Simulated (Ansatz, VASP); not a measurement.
## C: VASP beside Ansatz

```
C
1.0
     0.00000    2.01036    2.01036
     2.01036    0.00000    2.01036
     2.01036    2.01036    0.00000
C
2
Direct
  0.87500 0.87500 0.87500
  0.12500 0.12500 0.12500
```

Alike in both runs: task relaxation of cell and atoms; functional PBE; k mesh 14 × 14 × 14; occupations fermi-dirac, width 0.02 eV; no spin polarisation.

|  | VASP | Ansatz |
| --- | --- | --- |
| version | VASP 6.6.1 | Ansatz 0.2.0 |
| potentials or method | VASP PAW PBE potentials, release 64 (C) | PAW with Ansatz's default frozen-core files, scalar-relativistic |
| plane-wave cutoff (eV) | 600 | 420 |
| valence electrons in the cell | 8 | 8 |

VASP gave:

- relaxed volume (Å³/atom): 5.69
- relaxed cell length with the largest relative difference (Å): 2.525

**Question.** What did Ansatz give for the same quantities?

**Answer.** Relaxed volume (Å³/atom): 5.70; relaxed cell length with the largest relative difference (Å): 2.526.

Noted on VASP's run: the volume moved by over 15 % at a fixed basis, so the end points are rough.
